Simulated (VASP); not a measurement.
# Sb: single point with LDA

Sb:

```
CELL_PARAMETERS angstrom
-1.87134 1.87134 1.87134
1.87134 -1.87134 1.87134
1.87134 1.87134 -1.87134
ATOMIC_POSITIONS crystal
Sb 0.00000 0.00000 0.00000
```

| Quantity | Value |
| --- | --- |
| Program | VASP 6.6.1 |
| Task | single point |
| Functional | LDA |
| Potentials or basis | VASP PAW LDA potentials, release 64 (Sb) |
| Cutoff | 520 eV |
| k mesh | 7 × 7 × 7 |
| Occupations | fermi-dirac, width 0.05 eV |
| Spin | non-collinear spin, zero start, spin-orbit coupling |
| Starting moments | [[0.0, 0.0, 0.0]] μB |

```yaml
Pressure: -1.4 GPa
Net_moment: 0.00 μB per cell
Valence_electrons_inside_the_program's_atomic_spheres: Sb 2.38
```

Moments on the atoms (μB; x, y, z):
```
Sb  0.00 0.00 0.00
```

Wall time 23 s on 1 thread of Intel Xeon 8259CL (shared host), peak memory 0.17 GiB.
